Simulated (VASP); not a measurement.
# YAuS2 (P4/mmm) in VASP: single point with PBE

Aim: the single point of YAuS2 with PBE.

All numbers are computed with VASP 6.6.1; they aren't measurements. Logs are shortened: lines on timing, memory, paths and dates and some standing lists are left out, and cuts for length are marked.

**1. The cell of the first run**

The structure is tetragonal, space group P4/mmm (No. 123). Conventional cell: a = 4.877 Å, b = 4.877 Å, c = 3.519 Å, α = 90.00°, β = 90.00°, γ = 90.00°. Y (site symmetry 4/mmm) has 8 S at 3.01 Å and 2 Y at 3.52 Å and 8 Au at 3.87 Å within 4.0 Å. Within 3.2 Å of S (site symmetry mmm) lie 2 Au at 2.44 Å and 4 Y at 3.01 Å. Within 3.2 Å of Au (site symmetry 4/mmm) lie 4 S at 2.44 Å.

**2. Single point, PBE**

POSCAR reads:

```
YAuS2
1.0
    4.8770044285      0.0000000000      0.0000000000
    0.0000000000      4.8770044285      0.0000000000
    0.0000000000      0.0000000000      3.5192557013
Y S Au
1 2 1
Direct
    0.5000000000      0.5000000000      0.5000000000
    0.5000000000      0.0000000000      0.0000000000
    0.0000000000      0.5000000000      0.0000000000
    0.0000000000      0.0000000000      0.0000000000
```

INCAR.step1 reads:

```
SYSTEM = YAuS2
  ALGO = Normal
  EDIFF = 1E-6
  ENCUT = 520
  GGA = PE
  ISIF = 2
  ISMEAR = 0
  LASPH = .TRUE.
  LCHARG = .TRUE.
  LMAXMIX = 4
  LREAL = .FALSE.
  LWAVE = .FALSE.
  NBANDS = 25
  NELM = 100
  PREC = Accurate
  SIGMA = 0.1
```

KPOINTS.step1 reads:

```
k-points
0
G
  10 10 14
  0 0 0
```

INCAR.step2 reads:

```
SYSTEM = YAuS2
  ALGO = Normal
  EDIFF = 1E-6
  ENCUT = 520
  GGA = PE
  ICHARG = 11
  ISIF = 2
  ISMEAR = -5
  LASPH = .TRUE.
  LCHARG = .FALSE.
  LMAXMIX = 4
  LORBIT = 10
  LREAL = .FALSE.
  LWAVE = .FALSE.
  NBANDS = 25
  NEDOS = 2001
  NELM = 100
  PREC = Accurate
  SIGMA = 0.1
```

KPOINTS.step2 reads:

```
k-points
0
G
  15 15 21
  0 0 0
```

Potentials or basis: VASP PAW PBE potentials, release 64 (Y_sv, S, Au).

Started as:

```bash
cat potpaw_PBE.64/Y_sv/POTCAR potpaw_PBE.64/S/POTCAR potpaw_PBE.64/Au/POTCAR > POTCAR
cp INCAR.step1 INCAR
cp KPOINTS.step1 KPOINTS
mpirun -np 1 vasp_std > vasp.out
cp INCAR.step2 INCAR
cp KPOINTS.step2 KPOINTS
mpirun -np 1 vasp_std > vasp.out
```

OUTCAR:

```text
SYSTEM = YAuS2
   EDIFF = 1E-6
   ENCUT = 520
   GGA = PE
   ICHARG = 11
   ISIF = 2
   ISMEAR = -5
   LASPH = .TRUE.
   LORBIT = 10
   LREAL = .FALSE.
   NELM = 100
   PREC = Accurate

 ion  position               nearest neighbor table
   1  0.500  0.500  0.500-   2 3.01   3 3.01   2 3.01   3 3.01   2 3.01   2 3.01   3 3.01   3 3.01
                             4 3.87   4 3.87   4 3.87   4 3.87   4 3.87   4 3.87   4 3.87   4 3.87
   2  0.500  0.000  0.000-   4 2.44   4 2.44   1 3.01   1 3.01   1 3.01   1 3.01
   3  0.000  0.500  0.000-   4 2.44   4 2.44   1 3.01   1 3.01   1 3.01   1 3.01
   4  0.000  0.000  0.000-   2 2.44   3 2.44   3 2.44   2 2.44   1 3.87   1 3.87   1 3.87   1 3.87
                             1 3.87   1 3.87   1 3.87   1 3.87

  LATTYP: Found a simple tetragonal cell.
 ALAT       =     4.8770044285
 C/A-ratio  =     0.7216019081

  Lattice vectors:

 A1 = (   4.8770044285,   0.0000000000,   0.0000000000)
 A2 = (   0.0000000000,   4.8770044285,   0.0000000000)
 A3 = (   0.0000000000,   0.0000000000,   3.5192557013)

Analysis of symmetry for initial positions (statically):
=====================================================================
 Subroutine PRICEL returns:
 Original cell was already a primitive cell.

 Routine SETGRP: Setting up the symmetry group for a
 simple tetragonal supercell.

 Subroutine GETGRP returns: Found 16 space group operations
 (whereof 16 operations were pure point group operations)
 out of a pool of 16 trial point group operations.

The static configuration has the point symmetry D_4h.

Analysis of symmetry for dynamics (positions and initial velocities):
=====================================================================
 Subroutine PRICEL returns:
 Original cell was already a primitive cell.

 Routine SETGRP: Setting up the symmetry group for a
 simple tetragonal supercell.

 Subroutine GETGRP returns: Found 16 space group operations
 (whereof 16 operations were pure point group operations)
 out of a pool of 16 trial point group operations.

The dynamic configuration has the point symmetry D_4h.

 Subroutine INISYM returns: Found 16 space group operations
 (whereof 16 operations are pure point group operations),
 and found     1 'primitive' translations

----------------------------------------------------------------------------------------

                                     Primitive cell

  volume of cell :      83.7061

  direct lattice vectors                    reciprocal lattice vectors
     4.877004429  0.000000000  0.000000000     0.205043898  0.000000000  0.000000000
     0.000000000  4.877004429  0.000000000     0.000000000  0.205043898  0.000000000
     0.000000000  0.000000000  3.519255701     0.000000000  0.000000000  0.284150992

  length of vectors
     4.877004429  4.877004429  3.519255701     0.205043898  0.205043898  0.284150992

  position of ions in fractional coordinates (direct lattice)
     0.500000000  0.500000000  0.500000000
     0.500000000  0.000000000  0.000000000
     0.000000000  0.500000000  0.000000000
     0.000000000  0.000000000  0.000000000

  ion indices of the primitive-cell ions
   primitive index   ion index
                 1           1
                 2           2
                 3           3
                 4           4

----------------------------------------------------------------------------------------

 KPOINTS: k-points

Automatic generation of k-mesh.
 Grid dimensions read from file:
 generate k-points for:   15   15   21

 Generating k-lattice:

  Cartesian coordinates                     Fractional coordinates (reciprocal lattice)
     0.013669593  0.000000000  0.000000000     0.066666667  0.000000000  0.000000000
     0.000000000  0.013669593  0.000000000     0.000000000  0.066666667  0.000000000
     0.000000000  0.000000000  0.013531000     0.000000000  0.000000000  0.047619048

  Length of vectors
     0.013669593  0.013669593  0.013531000

  Shift w.r.t. Gamma in fractional coordinates (k-lattice)
     0.000000000  0.000000000  0.000000000

 TETIRR: Found   7051 inequivalent tetrahedra from    28350

 Subroutine IBZKPT returns following result:
 ===========================================

 Found    396 irreducible k-points:

 Following reciprocal coordinates:
            Coordinates               Weight
  0.000000  0.000000  0.000000      1.000000
  0.066667  0.000000  0.000000      4.000000
  0.133333  0.000000  0.000000      4.000000
  0.200000  0.000000  0.000000      4.000000
  0.266667  0.000000  0.000000      4.000000
  0.333333  0.000000  0.000000      4.000000
[... 16 lines left out ...]
  0.266667  0.200000  0.000000      8.000000
  0.333333  0.200000  0.000000      8.000000
 [... further k-points ...]
   k-points           NKPTS =    396   k-points in BZ     NKDIM =    396   number of bands    NBANDS=     25
   number of dos      NEDOS =   2001   number of ions     NIONS =      4
   total plane-waves  NPLWV =  36288
   dimension x,y,z NGX =    36 NGY =   36 NGZ =   28
   dimension x,y,z NGXF=    72 NGYF=   72 NGZF=   56
   ions per type =               1   2   1
   NGX,Y,Z   is equivalent  to a cutoff of  12.27, 12.27, 13.23 a.u.
   NGXF,Y,Z  is equivalent  to a cutoff of  24.54, 24.54, 26.45 a.u.
 SYSTEM =  YAuS2
   PREC   = accura    normal or accurate (medium, high low for compatibility)
   ISTART =      0    job   : 0-new  1-cont  2-samecut
   ICHARG =     11    charge: 1-file 2-atom 10-const
   ISPIN  =      1    spin polarized calculation?
   LNONCOLLINEAR =      F non collinear calculations
   LSORBIT =      F    spin-orbit coupling
   LASPH  =      T    aspherical Exc in radial PAW
   ENCUT  =  520.0 eV  38.22 Ry    6.18 a.u.   9.07  9.07  6.54*2*pi/ulx,y,z
   NELM   =    100;   NELMIN=  2; NELMDL=  0     # of ELM steps
   EDIFF  = 0.1E-05   stopping-criterion for ELM
   LREAL  =      F    real-space projection
   EDIFFG = 0.1E-04   stopping-criterion for IOM
   NSW    =      0    number of steps for IOM
   IBRION =     -1    ionic relax: 0-MD 1-quasi-New 2-CG
   NFREE  =      0    steps in history (QN), initial steepest desc. (CG)
   ISIF   =      2    stress and relaxation
   ISYM   =      2    0-nonsym 1-usesym 2-fastsym
   POTIM  = 0.5000    time-step for ionic-motion
   TEBEG  =    0.0;   TEEND  =   0.0 temperature during run
   PSTRESS=    0.0 pullay stress
   NELECT =      34.0000    total number of electrons
   NUPDOWN=      -1.0000    fix difference up-down
   EMIN   =  10.00;   EMAX   =-10.00  energy-range for DOS
   EFERMI =   0.00;   METHOD = LEGACY
   ISMEAR =    -5;   SIGMA  =   0.10  broadening in eV -4-tet -1-fermi 0-gaus
   EFERMI_NEDOS =   21; number of points for ismear=-14 and -15
   IALGO  =     38    algorithm
   IMIX   =      4    mixing-type and parameters
     AMIX     =   0.40;   BMIX     =  1.00
     AMIX_MAG =   1.60;   BMIX_MAG =  1.00
  volume/ion in A,a.u.               =      20.93       141.22
  Fermi-wavevector in a.u.,A,eV,Ry     =   1.212408  2.291119 19.999652  1.469933
  Thomas-Fermi vector in A             =   2.347893
   LORBIT       =     10    0 simple, 1 ext, 2 COOP (PROOUT), +10 PAW based schemes
   GGA     = PE    functional components
   LHFCALC =     F    Hartree Fock is set to
   AEXX    =    0.0000 exact exchange contribution
   IVDW    =     0    specifies the selected vdW correction
   LEPSILON=     F    determine dielectric tensor
   LRPA    =     F    only Hartree local field effects (RPA)
 non-spin polarized calculation
 Fermi weights with tetrahedron method with Bloechl corrections
  energy-cutoff  :      520.00
  volume of cell :       83.71
 maximum number of plane-waves:      2296

 number of electron      33.9999993 magnetization

 Free energy of the ion-electron system (eV)
  ---------------------------------------------------
  ext. energy  EPLUGINS =         0.00000000
  ---------------------------------------------------
  free energy    TOTEN  =       -21.76903881 eV

  energy without entropy =      -21.76903881  energy(sigma->0) =      -21.76903881

 E-fermi :   6.4883     XC(G=0): -10.4368

 val. band max:        6.5141566529   @ k =   0.3333   0.2667   0.1429
 cond. band min:       6.4716044407   @ k =   0.1333   0.0667   0.2857
 fundamental gap:     -0.0425522122
 Fermi energy:         6.4882562726

 k-point     1 :       0.0000    0.0000    0.0000
  band No.  band energies     occupation
      1     -37.6095      2.00000
      2     -17.5705      2.00000
      3     -17.5705      2.00000
      4     -17.3211      2.00000
      5      -8.2539      2.00000
      6      -7.0913      2.00000
[... 17 lines left out ...]
     24       9.0382      0.00000
     25      14.8247      0.00000

 k-point     2 :       0.0667    0.0000    0.0000
  band No.  band energies     occupation
      1     -37.6095      2.00000
      2     -17.5718      2.00000
      3     -17.5705      2.00000
      4     -17.3210      2.00000
      5      -8.2329      2.00000
      6      -7.0899      2.00000
[... 17 lines left out ...]
     24       9.0897      0.00000
     25      14.7394      0.00000

 k-point     3 :       0.1333    0.0000    0.0000
  band No.  band energies     occupation
      1     -37.6094      2.00000
      2     -17.5755      2.00000
      3     -17.5703      2.00000
      4     -17.3209      2.00000
      5      -8.1713      2.00000
      6      -7.0878      2.00000
[... 552 lines left out ...]
 k-point    23 :       0.2667    0.2000    0.0000
  band No.  band energies     occupation
      1     -37.6091      2.00000
      2     -17.5866      2.00000
      3     -17.5801      2.00000
      4     -17.3199      2.00000
      5      -7.7758      2.00000
      6      -7.0654      2.00000
[... 17 lines left out ...]
     24      10.2483      0.00000
     25      12.8846      0.00000

 k-point    24 :       0.3333    0.2000    0.0000
  band No.  band energies     occupation
      1     -37.6091      2.00000
      2     -17.5924      2.00000
      3     -17.5798      2.00000
      4     -17.3196      2.00000
      5      -7.6369      2.00000
      6      -7.0825      2.00000
[... 17 lines left out ...]
     24      10.7222      0.00000
     25      12.5088      0.00000

 [... further k-points ...]

------------------------ aborting loop because EDIFF is reached ----------------------------------------

  FORCE on cell =-STRESS in cart. coord.  units (eV):
  Direction    XX          YY          ZZ          XY          YZ          ZX
  --------------------------------------------------------------------------------------
  -------------------------------------------------------------------------------------
  Total        0.0538932      0.0538932      0.2178054      0.0000000      0.0000000      0.0000000
  in kB        1.0315431      1.0315431      4.1689065      0.0000000      0.0000000      0.0000000
  external PRESSURE =       2.0773309 kB  Pullay stress =       0.0000000 kB

 VOLUME and BASIS-vectors are now :
 -----------------------------------------------------------------------------
  energy-cutoff  :      520.00
  volume of cell :       83.71
      direct lattice vectors                 reciprocal lattice vectors
     4.877004429  0.000000000  0.000000000     0.205043898  0.000000000  0.000000000
     0.000000000  4.877004429  0.000000000     0.000000000  0.205043898  0.000000000
     0.000000000  0.000000000  3.519255701     0.000000000  0.000000000  0.284150992

 POSITION                                       TOTAL-FORCE (eV/Angst)
 -----------------------------------------------------------------------------------
      2.43850      2.43850      1.75963         0.000000      0.000000      0.000000
      2.43850      0.00000      0.00000         0.000000      0.000000      0.000000
      0.00000      2.43850      0.00000         0.000000      0.000000      0.000000
      0.00000      0.00000      0.00000         0.000000      0.000000      0.000000
 -----------------------------------------------------------------------------------
    total drift:                                0.000000      0.000000     -0.000000

  FREE ENERGIE OF THE ION-ELECTRON SYSTEM (eV)
  ---------------------------------------------------
  free  energy   TOTEN  =       -21.7690388124 eV

  energy  without entropy=      -21.7690388124  energy(sigma->0) =      -21.76903881

 total charge

# of ion       s       p       d       f       tot
--------------------------------------------------
    1        2.140   6.196   0.807   0.043   9.185
    2        1.335   2.369   0.000   0.000   3.704
    3        1.335   2.369   0.000   0.000   3.704
    4        0.608   0.362   8.766   0.000   9.736
--------------------------------------------------
tot          5.418  11.295   9.573   0.043  26.330
```

Run time: 6.3 min. Hardware: 1 thread of AMD EPYC 9R45 (Zen 5), shared host; peak memory 0.87 GiB.

What came out:

```yaml
Valence_electrons_inside_the_program's_atomic_spheres: Y 9.19; S 3.70; Au 9.74
```

Caveat: spin-orbit coupling is left out, which moves the levels of the heavy elements.
